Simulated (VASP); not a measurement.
Set up this calculation in VASP 6.6.1, as the native input.

```yaml
Task: single point
Functional: PBE
Potentials_or_basis: VASP PAW PBE potentials, release 64 (Cd, Hg, S)
Cutoff: 520 eV
k_mesh: 6 × 6 × 6
Occupations: gaussian, width 0.2 eV
Spin: no spin polarisation
Dipole_correction: no
Further_INCAR_settings: ALGO = Normal; EDIFF = 1e-06; NBANDS = 56
```

The structure of Cd3Hg2S5 lies in POSCAR:

```
Cd3Hg2S5
1.0
   -2.1053002941      3.6464870745      0.0000000000
   -4.2106005881      0.0000000000      0.0000000000
   -2.1053002941      1.2154956915     17.1696223260
Cd Hg S
3 2 5
Direct
    0.0003638466      0.0003638466      0.9989084601
    0.3999358504      0.3999358504      0.8001924488
    0.7993912248      0.7993912248      0.6018263255
    0.1996967045      0.1996967045      0.4009098864
    0.6004927176      0.6004927176      0.1985218471
    0.0502740949      0.0502740949      0.8491777152
    0.4497976627      0.4497976627      0.6506070119
    0.8492599928      0.8492599928      0.4522200215
    0.2499448497      0.2499448497      0.2501654510
    0.6508430559      0.6508430559      0.0474708324
```

One way to write it, as run:

INCAR

```
SYSTEM = Cd3Hg2S5
ALGO = Normal
EDIFF = 1E-6
ENCUT = 520
GGA = PE
ISIF = 2
ISMEAR = 0
LASPH = .TRUE.
LCHARG = .TRUE.
LELF = .TRUE.
LREAL = .FALSE.
LVHAR = .TRUE.
LWAVE = .FALSE.
NBANDS = 56
NELM = 100
PREC = Accurate
SIGMA = 0.2
```

KPOINTS

```
k-points
0
G
  6 6 6
  0 0 0
```

Potentials or basis: VASP PAW PBE potentials, release 64 (Cd, Hg, S).

Run with:

```sh
$ cat potpaw_PBE.64/Cd/POTCAR potpaw_PBE.64/Hg/POTCAR potpaw_PBE.64/S/POTCAR > POTCAR
$ mpirun -np 1 vasp_std > vasp.out
```

It gave:

```yaml
Pressure: 0.3 GPa
Largest_force: 0.004 eV/Å
Band_gap_on_the_k_mesh: 0.18 eV
```

Caveat: spin-orbit coupling is left out, which moves the levels of the heavy elements.

Wall time 5.4 min on 1 thread of Intel(R) Xeon(R) Platinum 8488C (Sapphire Rapids), with other jobs on the host, peak memory 0.62 GiB.
